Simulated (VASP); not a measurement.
Set up this calculation in VASP 6.6.1, as the native input.

```yaml
Task: single point
Functional: PBEsol
Potentials_or_basis: VASP PAW PBE potentials, release 64 (Ge_d)
Cutoff: 520 eV
k_mesh: 5 × 5 × 2
Occupations: fermi-dirac, width 0.03 eV
Spin: no spin polarisation
Dipole_correction: no
Further_INCAR_settings: ALGO = Normal; EDIFF = 1e-06; NBANDS = 36
```

The structure of Ge lies in POSCAR:

```
Ge
1.0
    4.0504045371      0.0000000000      0.0000000000
   -2.0252022685      3.5077532247      0.0000000000
    0.0000000000      0.0000000000     10.9933590000
Ge
4
Direct
    0.6666666667      0.3333333333      0.4148480000
    0.3333333333      0.6666666667      0.9148480000
    0.0000000000      0.0000000000      0.4774520000
    0.0000000000      0.0000000000      0.9774520000
```

The input as run:

INCAR

```
  PREC = Accurate
  ENCUT = 520
  EDIFF = 1E-6
  ISMEAR = -1
  SIGMA = 0.03
  LREAL = F
  LASPH = T
  NELM = 80
  ALGO = Normal
  ISIF = 2
  LWAVE = F
  LCHARG = F
  GGA = PS
  NBANDS = 36
```

KPOINTS

```
Automatic mesh
0
Gamma
  5 5 2
```

Potentials or basis: VASP PAW PBE potentials, release 64 (Ge_d).

The run is started by

```bash
$ cat potpaw_PBE.64/Ge_d/POTCAR > POTCAR
$ mpirun -np 1 vasp_std > vasp.out
```

Results of the run:

```json
{"Pressure": "-1.6 GPa", "Largest force": "0.166 eV/Å", "Band gap on the k mesh": "0.79 eV"}
```

Caveat: the PAW data sets were made with another functional, which shifts forces and pressure a little; an odd mesh through Γ misses points on the zone boundary, where band edges can lie.

Wall time 100 s on 1 thread of Intel Xeon 8259CL, on a shared host, peak memory 0.27 GiB.
